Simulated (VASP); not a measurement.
Wanted: the native input for a VASP 6.6.1 run.

```yaml
Task: single point
Functional: PBEsol
Potentials_or_basis: VASP PAW PBE potentials, release 64 (Sn_d)
Cutoff: 520 eV
k_mesh: 18 × 18 × 18
Occupations: gaussian, width 0.15 eV
Spin: no spin polarisation
Dipole_correction: no
Further_INCAR_settings: ALGO = Fast; EDIFF = 1e-07; NBANDS = 13
```

The structure of Sn lies in POSCAR:

```
Sn
1.0
   -1.8378122646      1.8378122646      1.9514913738
    1.8378122646     -1.8378122646      1.9514913738
    1.8378122646      1.8378122646     -1.9514913738
Sn
1
Direct
    0.0000000000      0.0000000000      0.0000000000
```

This cell differs from its parent crystal: strain -0.030 along x and y, +0.030 along z.

These files were run (other wordings do the same):

INCAR

```
ALGO = Fast
EDIFF = 1E-7
ENCUT = 520
GGA = PS
ISIF = 2
ISMEAR = 0
LASPH = T
LCHARG = T
LELF = T
LREAL = F
LVHAR = T
LWAVE = F
NBANDS = 13
NELM = 60
PREC = Accurate
SIGMA = 0.15
```

KPOINTS

```
k-points
0
Gamma
  18 18 18
```

Potentials or basis: VASP PAW PBE potentials, release 64 (Sn_d).

The run is started by

```bash
$ cat potpaw_PBE.64/Sn_d/POTCAR > POTCAR
$ mpirun -np 1 vasp_std > vasp.out
```

Results of the run:

| Quantity | Value |
| --- | --- |
| Pressure | -0.4 GPa |
| Band gap on the k mesh | zero (band 7 reaches 16.33 eV, above the bottom of band 8 at 5.79 eV) |

Caveat: the cell differs from its parent crystal (strain -0.030 along x and y, +0.030 along z); the PAW data sets were made with another functional, which shifts forces and pressure a little; spin-orbit coupling is left out, which moves the levels of the heavy elements.

Run time: 74 s on 1 thread of Intel Xeon 6975P-C, with other jobs on the host, peak memory 0.26 GiB.
